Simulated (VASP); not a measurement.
A run of VASP 6.6.1 is set up as follows.

The input INCAR:

```
SYSTEM = BeRh4W
ALGO = Fast
EDIFF = 1E-7
ENCUT = 520
GGA = PE
ISIF = 2
ISMEAR = 0
LASPH = .TRUE.
LCHARG = .FALSE.
LREAL = .FALSE.
LWAVE = .FALSE.
NBANDS = 47
NELM = 60
PREC = Accurate
SIGMA = 0.1
```

Contents of KPOINTS:

```
k-points
0
G
  6 6 6
  0 0 0
```

The input POSCAR:

```
BeRh4W
1.0
    0.0000000000      3.2704313751      3.2704313751
    3.2704313751      0.0000000000      3.2704313751
    3.2704313751      3.2704313751      0.0000000000
Be Rh W
1 4 1
Direct
    0.0000000000      0.0000000000      0.0000000000
    0.6257700000      0.1226900000      0.6257700000
    0.6257700000      0.6257700000      0.1226900000
    0.6257700000      0.6257700000      0.6257700000
    0.1226900000      0.6257700000      0.6257700000
    0.2500000000      0.2500000000      0.2500000000
```

Potentials or basis: VASP PAW PBE potentials, release 64 (Be, Rh_pv, W_sv).

Launch:

```bash
$ cat potpaw_PBE.64/Be/POTCAR potpaw_PBE.64/Rh_pv/POTCAR potpaw_PBE.64/W_sv/POTCAR > POTCAR
$ mpirun -np 1 vasp_std > vasp.out
```

(1) Predict the largest force.

(2) What does it give for the pressure?

(3) What does it give for the band gap on the k mesh?

Answers

(1) 0.199 eV/Å.

(2) 94.3 GPa.

(3) zero (band 38 reaches 14.67 eV, above the bottom of band 39 at 13.09 eV).

Caveat: spin-orbit coupling is left out, which moves the levels of the heavy elements.
